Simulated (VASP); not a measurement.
A run of VASP 6.6.1:

The input INCAR:

```
ALGO     = Normal         # electronic algorithm
EDIFF    = 1E-7           # SCF threshold, eV
ENCUT    = 520            # plane-wave cutoff, eV
GGA      = PS             # functional
ISIF     = 2              # what is computed and relaxed
ISMEAR   = 1              # smearing method
LASPH    = True           # aspherical terms in the spheres
LCHARG   = True           # write CHGCAR
LELF     = True           # ELF
LREAL    = False          # projectors in reciprocal space
LVHAR    = True         
LWAVE    = False          # write WAVECAR
NBANDS   = 13             # bands
NELM     = 100            # most SCF steps
PREC     = Accurate       # precision mode
SIGMA    = 0.1            # smearing width, eV
```

File KPOINTS:

```
k-points
0
Gamma
  14 14 14
```

The input POSCAR:

```
W
1.0
    0.0000000000      1.9787172646      1.9787172646
    1.9787172646      0.0000000000      1.9787172646
    1.9787172646      1.9787172646      0.0000000000
W
1
Direct
    0.0000000000      0.0000000000      0.0000000000
```

Potentials or basis: VASP PAW PBE potentials, release 64 (W_sv).

Run with:

```bash
$ cat potpaw_PBE.64/W_sv/POTCAR > POTCAR
$ mpirun -np 1 vasp_std > vasp.out
```

Hardware: 1 thread of AMD EPYC 9R45 96-Core Processor (Zen 5) (shared host).

Task: How long does it take, and how much memory?

Result: Wall time 12 s on 1 thread of AMD EPYC 9R45 96-Core Processor (Zen 5), with other jobs on the host, peak memory 0.12 GiB. Counts: scf iterations 12, k points 104.
